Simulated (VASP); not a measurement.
A run of VASP 6.6.1 is set up as follows.

File INCAR:

```
SYSTEM = Pt
  PREC = Accurate
  ENCUT = 520
  EDIFF = 1E-7
  ISMEAR = 1
  SIGMA = 0.05
  LREAL = .False.
  LASPH = .True.
  NELM = 80
  ALGO = Normal
  ISIF = 2
  LWAVE = .False.
  LCHARG = .False.
  GGA = PS
  NBANDS = 11
```

Contents of KPOINTS:

```
regular mesh
0
Gamma
  13 13 13
  0 0 0
```

File POSCAR:

```
Pt
1.0
   -1.6050673907      1.6050673907      1.6050673907
    1.6050673907     -1.6050673907      1.6050673907
    1.6050673907      1.6050673907     -1.6050673907
Pt
1
Direct
    0.0000000000      0.0000000000      0.0000000000
```

Potentials or basis: VASP PAW PBE potentials, release 64 (Pt).

Run with:

```sh
$ cat potpaw_PBE.64/Pt/POTCAR > POTCAR
$ mpirun -np 1 vasp_std > vasp.out
```

(1) Estimate the pressure.

(2) Predict the band gap on the k mesh.

Results:

(1) -18.8 GPa.

(2) zero (band 5 reaches 10.06 eV, above the bottom of band 6 at 8.18 eV).

Caveat: the PAW data sets were made with another functional, which shifts forces and pressure a little; spin-orbit coupling is left out, which moves the levels of the heavy elements.
